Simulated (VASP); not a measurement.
# Re (C2/m) in VASP: single point with PBEsol

Aim: the single point of Re with PBEsol.

All numbers are computed with VASP 6.6.1; they aren't measurements. Logs are shortened: lines on timing, memory, paths and dates and some standing lists are left out, and cuts for length are marked.

## 1. The cell of the first run

Symmetry: C2/m, No. 12, monoclinic system. Conventional cell: a = 4.771 Å, b = 2.750 Å, c = 4.450 Å, α = 90.00°, β = 96.30°, γ = 90.00°. Within 3.4 Å of Re (site symmetry m) lie 12 Re at 2.59 to 2.87 Å.

## 2. Single point, PBEsol (engineering shear strain xz +0.0000, engineering shear strain yz -0.1100)

File INCAR:

```
  ALGO = Normal
  EDIFF = 1E-6
  ENCUT = 520
  GGA = PS
  ISIF = 2
  ISMEAR = 0
  LASPH = True
  LCHARG = False
  LREAL = False
  LWAVE = False
  NBANDS = 14
  NELM = 100
  PREC = Accurate
  SIGMA = 0.15
```

File KPOINTS:

```
k-points
0
Gamma
  18 18 10
```

File POSCAR:

```
Re
1.0
    2.7502953086      0.0000000000      0.0000000000
   -1.3751476543      2.3818256051     -0.1310004083
    0.0000000000     -0.2443809628      4.4432902328
Re
2
Direct
    0.3333333333      0.6666666667      0.2500000000
    0.6666666667      0.3333333333      0.7500000000
```

Potentials or basis: VASP PAW PBE potentials, release 64 (Re).

Command:

```
cat potpaw_PBE.64/Re/POTCAR > POTCAR
mpirun -np 1 vasp_std > vasp.out
```

OUTCAR:

```text
EDIFF = 1E-6
   ENCUT = 520
   GGA = PS
   ISIF = 2
   ISMEAR = 0
   LASPH = True
   LREAL = False
   NELM = 100
   PREC = Accurate

 ion  position               nearest neighbor table
   1  0.333  0.667  0.250-   2 2.59   2 2.66   2 2.66   2 2.80   2 2.80   2 2.87
   2  0.667  0.333  0.750-   1 2.59   1 2.66   1 2.66   1 2.80   1 2.80   1 2.87

  LATTYP: Found a base centered monoclinic cell.
 ALAT       =     4.7708507921
 B/A-ratio  =     0.5764790031
 C/A-ratio  =     0.9327488594
 COS(beta)  =    -0.1096682535

  Lattice vectors:

 A1 = (   1.3751476543,   2.3818256051,  -0.1310004083)
 A2 = (  -1.3751476543,   2.3818256051,  -0.1310004083)
 A3 = (   0.0000000000,  -0.2443809628,   4.4432902328)

Analysis of symmetry for initial positions (statically):
=====================================================================
 Subroutine PRICEL returns:
 Original cell was already a primitive cell.

 Routine SETGRP: Setting up the symmetry group for a
 base centered monoclinic supercell.

 Subroutine GETGRP returns: Found  4 space group operations
 (whereof  4 operations were pure point group operations)
 out of a pool of  4 trial point group operations.

The static configuration has the point symmetry C_2h.

Analysis of symmetry for dynamics (positions and initial velocities):
=====================================================================
 Subroutine PRICEL returns:
 Original cell was already a primitive cell.

 Routine SETGRP: Setting up the symmetry group for a
 base centered monoclinic supercell.

 Subroutine GETGRP returns: Found  4 space group operations
 (whereof  4 operations were pure point group operations)
 out of a pool of  4 trial point group operations.

The dynamic configuration has the point symmetry C_2h.

 Subroutine INISYM returns: Found  4 space group operations
 (whereof  4 operations are pure point group operations),
 and found     1 'primitive' translations

----------------------------------------------------------------------------------------

                                     Primitive cell

  volume of cell :      29.0187

  direct lattice vectors                    reciprocal lattice vectors
     2.750295309  0.000000000  0.000000000     0.363597319  0.210559954  0.011580797
    -1.375147654  2.381825605 -0.131000408     0.000000000  0.421119907  0.023161595
     0.000000000 -0.244380963  4.443290233     0.000000000  0.012415772  0.225741315

  length of vectors
     2.750295309  2.753413407  4.450005635     0.420324421  0.421756370  0.226082491

  position of ions in fractional coordinates (direct lattice)
     0.333333333  0.666666667  0.250000000
     0.666666667  0.333333333  0.750000000

  ion indices of the primitive-cell ions
   primitive index   ion index
                 1           1
                 2           2

----------------------------------------------------------------------------------------

 KPOINTS: k-points

Automatic generation of k-mesh.
 Grid dimensions read from file:
 generate k-points for:   18   18   10

 Generating k-lattice:

  Cartesian coordinates                     Fractional coordinates (reciprocal lattice)
     0.020199851  0.011697775  0.000643378     0.055555556 -0.000000000  0.000000000
     0.000000000  0.023395550  0.001286755     0.000000000  0.055555556  0.000000000
     0.000000000  0.001241577  0.022574131     0.000000000  0.000000000  0.100000000

  Length of vectors
     0.023351357  0.023430909  0.022608249

  Shift w.r.t. Gamma in fractional coordinates (k-lattice)
     0.000000000  0.000000000  0.000000000

 Subroutine IBZKPT returns following result:
 ===========================================

 Found    866 irreducible k-points:

 Following reciprocal coordinates:
            Coordinates               Weight
  0.000000  0.000000  0.000000      1.000000
  0.055556 -0.000000  0.000000      4.000000
  0.111111 -0.000000  0.000000      4.000000
  0.166667 -0.000000 -0.000000      4.000000
  0.222222 -0.000000  0.000000      4.000000
  0.277778 -0.000000  0.000000      4.000000
[... 16 lines left out ...]
 -0.333333  0.055556 -0.000000      4.000000
 -0.277778  0.055556  0.000000      4.000000
 [... further k-points ...]
   k-points           NKPTS =    866   k-points in BZ     NKDIM =    866   number of bands    NBANDS=     14
   number of dos      NEDOS =    301   number of ions     NIONS =      2
   total plane-waves  NPLWV =  14400
   dimension x,y,z NGX =    20 NGY =   20 NGZ =   36
   dimension x,y,z NGXF=    40 NGYF=   40 NGZF=   72
   ions per type =               2
   NGX,Y,Z   is equivalent  to a cutoff of  12.09, 12.08, 13.45 a.u.
   NGXF,Y,Z  is equivalent  to a cutoff of  24.18, 24.15, 26.90 a.u.
 SYSTEM =  unknown system
   PREC   = accura    normal or accurate (medium, high low for compatibility)
   ISTART =      0    job   : 0-new  1-cont  2-samecut
   ICHARG =      2    charge: 1-file 2-atom 10-const
   ISPIN  =      1    spin polarized calculation?
   LNONCOLLINEAR =      F non collinear calculations
   LSORBIT =      F    spin-orbit coupling
   LASPH  =      T    aspherical Exc in radial PAW
   ENCUT  =  520.0 eV  38.22 Ry    6.18 a.u.   5.11  5.12  8.27*2*pi/ulx,y,z
   NELM   =    100;   NELMIN=  2; NELMDL= -5     # of ELM steps
   EDIFF  = 0.1E-05   stopping-criterion for ELM
   LREAL  =      F    real-space projection
   EDIFFG = 0.1E-04   stopping-criterion for IOM
   NSW    =      0    number of steps for IOM
   IBRION =     -1    ionic relax: 0-MD 1-quasi-New 2-CG
   NFREE  =      0    steps in history (QN), initial steepest desc. (CG)
   ISIF   =      2    stress and relaxation
   ISYM   =      2    0-nonsym 1-usesym 2-fastsym
   POTIM  = 0.5000    time-step for ionic-motion
   TEBEG  =    0.0;   TEEND  =   0.0 temperature during run
   PSTRESS=    0.0 pullay stress
   NELECT =      14.0000    total number of electrons
   NUPDOWN=      -1.0000    fix difference up-down
   EMIN   =  10.00;   EMAX   =-10.00  energy-range for DOS
   EFERMI =   0.00;   METHOD = LEGACY
   ISMEAR =     0;   SIGMA  =   0.15  broadening in eV -4-tet -1-fermi 0-gaus
   EFERMI_NEDOS =   21; number of points for ismear=-14 and -15
   IALGO  =     38    algorithm
   IMIX   =      4    mixing-type and parameters
     AMIX     =   0.40;   BMIX     =  1.00
     AMIX_MAG =   1.60;   BMIX_MAG =  1.00
  volume/ion in A,a.u.               =      14.51        97.91
  Fermi-wavevector in a.u.,A,eV,Ry     =   1.283980  2.426369 22.430611  1.648603
  Thomas-Fermi vector in A             =   2.416200
   LORBIT       =      0    0 simple, 1 ext, 2 COOP (PROOUT), +10 PAW based schemes
   GGA     = PS    functional components
   LHFCALC =     F    Hartree Fock is set to
   AEXX    =    0.0000 exact exchange contribution
   IVDW    =     0    specifies the selected vdW correction
   LEPSILON=     F    determine dielectric tensor
   LRPA    =     F    only Hartree local field effects (RPA)
 non-spin polarized calculation
 Gauss-broadening in eV      SIGMA  =   0.15
  energy-cutoff  :      520.00
  volume of cell :       29.02
 maximum number of plane-waves:       798
   NGX = 11   NGY = 11   NGZ = 17

 number of electron      14.0000001 magnetization

 Free energy of the ion-electron system (eV)
  ---------------------------------------------------
  ext. energy  EPLUGINS =         0.00000000
  ---------------------------------------------------
  free energy    TOTEN  =       -26.56025198 eV

  energy without entropy =      -26.54025388  energy(sigma->0) =      -26.55025293

 E-fermi :   8.0125     XC(G=0): -13.8912

 val. band max:        8.0120832602   @ k =  -0.4444   0.1667   0.5000
 cond. band min:       8.0132679155   @ k =   0.3333   0.3333   0.0000
 fundamental gap:      0.0011846552
 Fermi energy:         8.0124935139

 k-point     1 :       0.0000    0.0000    0.0000
  band No.  band energies     occupation
      1      -2.0961      2.00000
      2       1.1954      2.00000
      3       6.0019      2.00000
      4       6.2839      2.00000
      5       6.3058      2.00000
      6       7.0412      2.00000
      7       7.0913      2.00000
      8       8.1579      0.17026
      9       8.4084      0.00019
     10       8.6140      0.00000
     11      11.0622      0.00000
     12      11.2578      0.00000
     13      18.3482      0.00000
     14      22.2005      0.00000

 k-point     2 :       0.0556   -0.0000    0.0000
  band No.  band energies     occupation
      1      -1.9669      2.00000
      2       1.3167      2.00000
      3       5.8230      2.00000
      4       6.3660      2.00000
      5       6.4199      2.00000
      6       6.9757      2.00000
      7       7.1650      2.00000
      8       7.9147      1.64350
      9       8.1976      0.08096
     10       8.4279      0.00009
     11      11.1682      0.00000
     12      11.8296      0.00000
     13      18.3434      0.00000
     14      22.4795      0.00000

 k-point     3 :       0.1111   -0.0000    0.0000
  band No.  band energies     occupation
      1      -1.5905      2.00000
      2       1.6575      2.00000
      3       5.4479      2.00000
      4       6.3904      2.00000
      5       6.6578      2.00000
      6       6.7796      2.00000
      7       7.1427      2.00000
      8       7.4850      2.00000
      9       7.9895      1.17162
     10       8.2941      0.00793
     11      11.3379      0.00000
     12      13.0385      0.00000
     13      18.3041      0.00000
     14      23.2481      0.00000
[... 324 lines left out ...]
 k-point    23 :      -0.3333    0.0556   -0.0000
  band No.  band energies     occupation
      1       0.9593      2.00000
      2       2.6306      2.00000
      3       3.6869      2.00000
      4       4.8865      2.00000
      5       5.5230      2.00000
      6       7.0315      2.00000
      7       7.0984      2.00000
      8       9.2234      0.00000
      9       9.6923      0.00000
     10      10.4281      0.00000
     11      11.8421      0.00000
     12      17.2258      0.00000
     13      18.3538      0.00000
     14      21.3454      0.00000

 k-point    24 :      -0.2778    0.0556    0.0000
  band No.  band energies     occupation
      1       0.2089      2.00000
      2       2.7284      2.00000
      3       4.3302      2.00000
      4       4.7886      2.00000
      5       5.6132      2.00000
      6       7.0110      2.00000
      7       7.2282      2.00000
      8       8.6007      0.00000
      9       8.7185      0.00000
     10       9.4555      0.00000
     11      11.7282      0.00000
     12      16.5849      0.00000
     13      17.8978      0.00000
     14      23.1855      0.00000

 [... further k-points ...]

------------------------ aborting loop because EDIFF is reached ----------------------------------------

  FORCE on cell =-STRESS in cart. coord.  units (eV):
  Direction    XX          YY          ZZ          XY          YZ          ZX
  --------------------------------------------------------------------------------------
  -------------------------------------------------------------------------------------
  Total        0.7373263      0.3822114      0.8073733      0.0000000      3.2525009      0.0000000
  in kB       40.7091531     21.1026008     44.5765769      0.0000000    179.5766110      0.0000000
  external PRESSURE =      35.4627769 kB  Pullay stress =       0.0000000 kB

 VOLUME and BASIS-vectors are now :
 -----------------------------------------------------------------------------
  energy-cutoff  :      520.00
  volume of cell :       29.02
      direct lattice vectors                 reciprocal lattice vectors
     2.750295309  0.000000000  0.000000000     0.363597319  0.210559954  0.011580797
    -1.375147654  2.381825605 -0.131000408     0.000000000  0.421119907  0.023161595
     0.000000000 -0.244380963  4.443290233     0.000000000  0.012415772  0.225741315

 POSITION                                       TOTAL-FORCE (eV/Angst)
 -----------------------------------------------------------------------------------
     -0.00000      1.52679      1.02349         0.000000     -0.123023     -0.039702
      1.37515      0.61066      3.28880         0.000000      0.123023      0.039702
 -----------------------------------------------------------------------------------
    total drift:                                0.000000     -0.000000      0.000000

  FREE ENERGIE OF THE ION-ELECTRON SYSTEM (eV)
  ---------------------------------------------------
  free  energy   TOTEN  =       -26.5602519839 eV

  energy  without entropy=      -26.5402538819  energy(sigma->0) =      -26.55025293
```

Wall time 4.4 min (1 thread of Intel Xeon Platinum 8488C (Sapphire Rapids), shared host); peak memory 0.4 GiB.

What came out:

```yaml
Free_energy: -26.5603 eV
Pressure: 3.5 GPa
Largest_force: 0.129 eV/Å
Band_gap_on_the_k_mesh: zero (band 7 reaches 9.66 eV, above the bottom of band 8 at 6.60 eV)
```

Forces on the atoms (eV/Å):
```
Re   0.000 -0.123 -0.040
Re   0.000  0.123  0.040
```

Caveat: the cell differs from its parent crystal (engineering shear strain xz +0.0000, engineering shear strain yz -0.1100); the PAW data sets were made with another functional, which shifts forces and pressure a little; spin-orbit coupling is left out, which moves the levels of the heavy elements.
